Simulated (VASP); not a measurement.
## Ag: single point with PBE

The system is Ag.

```
CELL_PARAMETERS angstrom
2.92230 0.00000 0.00000
-1.46115 2.53079 0.00000
0.00000 0.00000 4.70166
ATOMIC_POSITIONS crystal
Ag 0.33333 0.66667 0.25000
Ag 0.66667 0.33333 0.75000
```

```json
{
 "Program": "VASP 6.6.1",
 "Task": "single point",
 "Functional": "PBE",
 "Potentials or basis": "VASP PAW PBE potentials, release 64 (Ag)",
 "Cutoff": "500 eV",
 "k mesh": "3 × 3 × 2",
 "Occupations": "methfessel-paxton, width 0.1 eV",
 "Spin": "no spin polarisation"
}
```

The pressure is 1.8 GPa and the band gap on the k mesh is zero (band 11 reaches 12.13 eV, above the bottom of band 12 at 4.75 eV).

Stress tensor (GPa, compression positive):
```
1.33 0.00 0.00
0.00 1.33 0.00
0.00 0.00 2.66
```

Levels at points of the mesh, in eV from the Fermi level:
| k point | band 7 | band 8 | band 9 | band 10 | band 11 | band 12 | band 13 | band 14 | band 15 | band 16 |
| --- | --- | --- | --- | --- | --- | --- | --- | --- | --- | --- |
| (0.00, 0.00, 0.00) | -3.05 | -2.81 | -2.81 | -1.77 | -1.77 | 1.10 | 5.02 | 16.84 | 19.10 | 19.12 |
| (0.00, 0.00, 0.50) | -3.12 | -3.12 | -2.07 | -2.07 | -2.07 | -2.07 | 12.67 | 12.67 | 17.19 | 17.19 |

It used 3.9 s of CPU time on 1 thread of AMD EPYC 7R13 Processor (Zen 3) (shared host).

Caveat: the k points lie up to 0.83 Å⁻¹ apart.
